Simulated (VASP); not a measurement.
# HgTe (I-4m2) in VASP: settings compared, part 2 of 2

VASP 6.6.1. The steps go on from the part before.

## Step 3: Relaxation of cell and atoms, PBE, non-collinear spin, zero start, spin-orbit coupling

INCAR

```
SYSTEM = HgTe
PREC = Accurate
ENCUT = 600
EDIFF = 1E-6
ISMEAR = -1
SIGMA = 0.05
LREAL = .FALSE.
LASPH = .TRUE.
NELM = 150
ALGO = Normal
ISIF = 3
LWAVE = .FALSE.
LCHARG = .FALSE.
MAGMOM = 0 0 0 0 0 0
LORBIT = 11
LSORBIT = .TRUE.
GGA_COMPAT = .FALSE.
LORBMOM = .TRUE.
GGA = PE
IBRION = 2
NSW = 80
EDIFFG = -0.02
```

KPOINTS

```
regular mesh
0
G
  7 7 7
  0 0 0
```

POSCAR

```
HgTe
1.0
   -3.0456030000      3.0456030000      1.5594100000
    3.0456030000     -3.0456030000      1.5594100000
    3.0456030000      3.0456030000     -1.5594100000
Hg Te
1 1
Direct
    0.7500000000      0.2500000000      0.5000000000
    0.0000000000      0.0000000000      0.0000000000
```

Potentials or basis: VASP PAW PBE potentials, release 64 (Hg, Te).

On the command line:

```sh
cat potpaw_PBE.64/Hg/POTCAR potpaw_PBE.64/Te/POTCAR > POTCAR
mpirun -np 1 vasp_ncl > vasp.out
```

Wall time 8.8 min (1 thread of Intel Xeon 6975P-C (Granite Rapids), shared host); peak memory 0.58 GiB.

It converged, with:

| Property | Result |
| --- | --- |
| Free energy | -3.6956 eV |
| Relaxed volume | 28.95 Å³/atom |
| Relaxed cell | a = 4.625 Å, b = 4.625 Å, c = 4.625 Å, α = 96.17°, β = 96.17°, γ = 141.73° |
| Space group after relaxing (to 0.1 Å) | I-4m2 (No. 119) |
| Energy gained by relaxing | 8.9 meV/atom |
| Ionic steps | 5 |
| Pressure after relaxing | 0.1 GPa |
| Net moment | 0.00 μB per cell |
| Valence electrons inside the program's atomic spheres | Hg 10.43; Te 3.28 |

Step by step:
```
step  energy change (eV)  largest force (eV/Å)  pressure (GPa)  volume (Å³)
   1              0.0000                0.0000           -0.27        57.86
   2             -0.0155                0.0000            0.18        57.43
   3             -0.0170                0.0000            0.40        57.27
   4             -0.0170                0.0000            0.42        57.26
   5             -0.0179                0.0000            0.10        57.89
```

Final structure:
```
Hg Te
1.0
    -3.08960    3.08960    1.51623
     3.08960   -3.08960    1.51623
     3.08960    3.08960   -1.51623
Hg Te
1 1
Direct
  0.75000 0.25000 0.50000
  0.00000 0.00000 0.00000
```

Moments on the atoms (μB; x, y, z):
```
Hg  0.00 0.00 0.00
Te  0.00 0.00 0.00
```

## Step 4: Relaxation of cell and atoms, PBEsol, target pressure 30 GPa, at which the enthalpy is minimised

INCAR

```
SYSTEM = HgTe
  PREC = Accurate
  ENCUT = 600
  EDIFF = 1E-6
  ISMEAR = -1
  SIGMA = 0.05
  LREAL = .FALSE.
  LASPH = .TRUE.
  NELM = 80
  ALGO = Normal
  ISIF = 3
  LWAVE = .FALSE.
  LCHARG = .FALSE.
  GGA = PS
  IBRION = 2
  NSW = 80
  EDIFFG = -0.02
  PSTRESS = 300.0
```

KPOINTS

```
regular mesh
0
G
  10 10 10
  0 0 0
```

POSCAR is that of step 3.

On the command line:

```sh
cat potpaw_PBE.64/Hg/POTCAR potpaw_PBE.64/Te/POTCAR > POTCAR
mpirun -np 1 vasp_std > vasp.out
```

Wall time 11 min (1 thread of AMD EPYC 7R13 (Zen 3), shared host); peak memory 0.32 GiB.

Results (log left out):

- Free energy: -3.2666 eV
- Relaxed volume: 20.49 Å³/atom
- Relaxed cell: a = 4.026 Å, b = 4.026 Å, c = 4.026 Å, α = 97.48°, β = 97.48°, γ = 137.69°
- Space group after relaxing (to 0.1 Å): I-4m2 (No. 119)
- Energy change on relaxing (the run minimises the enthalpy): +390.2 meV/atom
- Ionic steps: 11
- Pressure after relaxing: 30.0 GPa
- Band gap on the k mesh: zero (bands 9 and 10 overlap by 4.74 eV)

Stress tensor (GPa, compression positive):
```
29.91  0.00  0.00
 0.00 29.91  0.00
 0.00  0.00 30.10
```

The path:
```csv
step,energy change (eV),largest force (eV/Å),pressure (GPa),volume (Å³)
1,0.0000,0.0000,-3.18,57.86
2,24.1624,0.0000,608.06,20.77
3,-0.0259,0.0000,3.08,51.19
4,0.1250,0.0000,9.95,47.17
5,1.1346,0.0000,37.43,39.54
6,0.8001,0.0000,29.20,41.17
7,0.8544,0.0000,30.40,40.88
8,0.8759,0.0000,32.40,40.52
9,0.8444,0.0000,31.58,40.64
10,0.6668,0.0000,27.21,41.61
11,0.7804,0.0000,29.97,40.98
```

Final structure:
```
Hg Te
1.0
    -2.65514    2.65514    1.45307
     2.65514   -2.65514    1.45307
     2.65514    2.65514   -1.45307
Hg Te
1 1
Direct
  0.75000 0.25000 0.50000
  0.00000 0.00000 0.00000
```

Levels at points of the mesh, in eV from the Fermi level:
| k point | band 5 | band 6 | band 7 | band 8 | band 9 | band 10 | band 11 | band 12 | band 13 |
| --- | --- | --- | --- | --- | --- | --- | --- | --- | --- |
| (0.00, 0.00, 0.00) | -7.53 | -7.53 | -3.58 | -3.58 | -2.80 | 4.33 | 4.46 | 8.61 | 8.61 |
| (0.50, 0.00, 0.00) | -7.87 | -7.86 | -5.52 | -2.69 | -2.08 | -0.87 | 3.15 | 4.12 | 7.01 |
| (0.50, 0.50, 0.00) | -7.55 | -7.45 | -7.33 | -0.38 | 1.72 | 2.76 | 3.44 | 3.52 | 9.18 |
| (0.50, 0.50, 0.50) | -7.52 | -6.74 | -6.74 | -6.64 | -5.78 | 3.49 | 6.40 | 11.24 | 11.24 |

Caveat: the cell is relaxed towards a set pressure, so the run minimises the enthalpy, not the energy; the volume moved by over 15 % at a fixed basis, so the end points are rough; the PAW data sets were made with another functional, which shifts forces and pressure a little; spin-orbit coupling is left out, which moves the levels of the heavy elements.

## Step 5: Single point, PBE (27.19 Å³/atom)

This run uses another cell than the first one, of 27.19 Å³/atom.

INCAR

```
SYSTEM = HgTe
PREC = Accurate ; ENCUT = 520
EDIFF = 1E-6 ; ISMEAR = -1
SIGMA = 0.05 ; LREAL = .FALSE.
LASPH = .TRUE. ; NELM = 100
ALGO = Normal ; ISIF = 2
LWAVE = .FALSE. ; LCHARG = .TRUE.
GGA = PE ; LELF = .TRUE.
LVHAR = .TRUE. ; NBANDS = 16
```

KPOINTS is that of step 4.

POSCAR

```
HgTe
1.0
   -2.9834303915      2.9834303915      1.5275763738
    2.9834303915     -2.9834303915      1.5275763738
    2.9834303915      2.9834303915     -1.5275763738
Hg Te
1 1
Direct
    0.7500000000      0.2500000000      0.5000000000
    0.0000000000      0.0000000000      0.0000000000
```

On the command line:

```sh
cat potpaw_PBE.64/Hg/POTCAR potpaw_PBE.64/Te/POTCAR > POTCAR
mpirun -np 1 vasp_std > vasp.out
```

Wall time 2 min (1 thread of Intel Xeon 8259CL, shared host); peak memory 0.26 GiB.

It converged, with:

| Item | Value |
| --- | --- |
| Free energy | -3.2141 eV |
| Pressure | 3.1 GPa |
| Band gap on the k mesh | zero (bands 9 and 10 overlap by 3.72 eV) |

Stress tensor (GPa, compression positive):
```
1.18 0.00 0.00
0.00 1.18 0.00
0.00 0.00 6.92
```

Levels at points of the mesh, in eV from the Fermi level:
```
           k point  band 6  band 7  band 8  band 9  band 10  band 11  band 12  band 13
(0.00, 0.00, 0.00)   -6.39   -3.48   -2.65   -2.65     3.81     4.54     7.09     7.09
(0.50, 0.00, 0.00)   -6.42   -4.77   -2.01   -1.19    -0.22     3.35     3.71     6.00
(0.50, 0.50, 0.00)   -6.34   -6.33   -0.91    1.67     1.89     2.89     3.59     8.99
(0.50, 0.50, 0.50)   -6.28   -4.70   -4.70   -4.62     3.42     7.41     8.43     8.43
```

Caveat: the cell stands under pressure; spin-orbit coupling is left out, which moves the levels of the heavy elements.

## Step 6: Single point, PBE (27.77 Å³/atom)

This run uses another cell than the first one, of 27.77 Å³/atom.

INCAR

```
PREC = Accurate
ENCUT = 520
EDIFF = 1E-7
ISMEAR = -1
SIGMA = 0.05
LREAL = F
LASPH = T
NELM = 100
ALGO = Normal
ISIF = 2
LWAVE = F
LCHARG = T
GGA = PE
LELF = T
LVHAR = T
NBANDS = 16
```

KPOINTS

```
Automatic mesh
0
Gamma
  10 10 10
```

POSCAR

```
HgTe
1.0
   -3.0044411569      3.0044411569      1.5383343083
    3.0044411569     -3.0044411569      1.5383343083
    3.0044411569      3.0044411569     -1.5383343083
Hg Te
1 1
Direct
    0.7500000000      0.2500000000      0.5000000000
    0.0000000000      0.0000000000      0.0000000000
```

Potentials or basis: VASP PAW PBE potentials, release 64 (Hg, Te).

On the command line:

```sh
cat potpaw_PBE.64/Hg/POTCAR potpaw_PBE.64/Te/POTCAR > POTCAR
mpirun -np 1 vasp_std > vasp.out
```

OUTCAR:

```text
PREC = Accurate
   ENCUT = 520
   EDIFF = 1E-7
   ISMEAR = -1
   LREAL = F
   LASPH = T
   NELM = 100
   ISIF = 2
   GGA = PE

 ion  position               nearest neighbor table
   1  0.750  0.250  0.500-   2 3.10   2 3.10   2 3.10   2 3.10
   2  0.000  0.000  0.000-   1 3.10   1 3.10   1 3.10   1 3.10

  LATTYP: Found a body centered tetragonal cell.
 ALAT       =     6.0088823138
 C/A-ratio  =     0.5120201155

  Lattice vectors:

 A1 = (  -3.0044411569,   3.0044411569,   1.5383343083)
[... 190 lines left out ...]
      5      -1.4606      2.00000
      6      -1.4606      2.00000
[... 433 lines left out ...]
      3      -2.0650      2.00000
      4      -1.8377      2.00000
      5      -1.7480      2.00000
      6      -1.7328      2.00000
[... 8 lines left out ...]
     15      14.9205      0.00000
     16      16.0840      0.00000

 [... further k-points ...]
[... 5 lines left out ...]
  --------------------------------------------------------------------------------------
  -------------------------------------------------------------------------------------
  Total        0.0613708      0.0613708      1.8972193      0.0000000      0.0000000      0.0000000
  in kB        1.7702492      1.7702492     54.7255335      0.0000000      0.0000000      0.0000000
  external PRESSURE =      19.4220106 kB  Pullay stress =       0.0000000 kB

 VOLUME and BASIS-vectors are now :
 -----------------------------------------------------------------------------
  energy-cutoff  :      520.00
  volume of cell :       55.54
      direct lattice vectors                 reciprocal lattice vectors
    -3.004441157  3.004441157  1.538334308     0.000000000  0.166420300  0.325026880
     3.004441157 -3.004441157  1.538334308     0.166420300  0.000000000  0.325026880
     3.004441157  3.004441157 -1.538334308     0.166420300  0.166420300  0.000000000

 POSITION                                       TOTAL-FORCE (eV/Angst)
 -----------------------------------------------------------------------------------
      0.00000      3.00444      0.76917        -0.000000     -0.000000      0.000000
      0.00000      0.00000      0.00000         0.000000      0.000000     -0.000000
 -----------------------------------------------------------------------------------
    total drift:                               -0.000000      0.000000     -0.000000

  FREE ENERGIE OF THE ION-ELECTRON SYSTEM (eV)
  ---------------------------------------------------
  free  energy   TOTEN  =        -3.2325063153 eV

  energy  without entropy=       -3.2222317255  energy(sigma->0) =       -3.22736902
```

stdout:

```text
POSCAR found type information on POSCAR HgTe
 POSCAR found :  2 types and       2 ions
 scaLAPACK will be used
 LDA part: xc-table for (Slater+PW92), standard interpolation
 POSCAR, INCAR and KPOINTS ok, starting setup
 FFT: planning ... GRIDC
 FFT: planning ... GRID_SOFT
 FFT: planning ... GRID
 WAVECAR not read
 entering main loop
```

Wall time 2.3 min (1 thread of Intel Xeon 8259CL, shared host); peak memory 0.27 GiB.

What came out:

```yaml
Free_energy: -3.2325 eV
Pressure: 1.9 GPa
Band_gap_on_the_k_mesh: zero (bands 9 and 10 overlap by 3.60 eV)
```

Caveat: spin-orbit coupling is left out, which moves the levels of the heavy elements.

## Step 7: Summary

```csv
task,level,spin,cell,k mesh,cutoff (eV),gap on the mesh (eV),pressure (GPa),relaxed volume (Å³/atom)
relaxation of cell and atoms,PBEsol+D4,off,"relaxed from a = 4.581 Å, angles 96.7, 96.7, 140.2°, 2 atoms",10 × 10 × 10,600,none,0.0,25.93
relaxation of cell and atoms,PBE,"non-collinear, zero start, SOC","relaxed from a = 4.581 Å, angles 96.7, 96.7, 140.2°, 2 atoms",7 × 7 × 7,600,-,0.1,28.95
relaxation of cell and atoms,PBEsol,off,"relaxed to 30 GPa from a = 4.581 Å, angles 96.7, 96.7, 140.2°, 2 atoms",10 × 10 × 10,600,none,30.0,-
single point,PBE,off,"a = 4.487 Å, angles 96.7, 96.7, 140.2°, 2 atoms",10 × 10 × 10,520,none,3.1,-
single point,PBE,off,"a = 4.519 Å, angles 96.7, 96.7, 140.2°, 2 atoms",10 × 10 × 10,520,none,1.9,-
```

Alike in all rows: potentials or basis VASP PAW PBE potentials, release 64 (Hg, Te); smearing fermi-dirac 0.05 eV.

Caveats: spin-orbit coupling is left out, which moves the levels of the heavy elements (at least some runs); the PAW data sets were made with another functional, which shifts forces and pressure a little (at least some runs); the cell is relaxed towards a set pressure, so the run minimises the enthalpy, not the energy (at least some runs); the volume moved by over 15 % at a fixed basis, so the end points are rough (at least some runs); the cell stands under pressure (at least some runs).

Absolute energies hang on the potentials; compare differences alone.
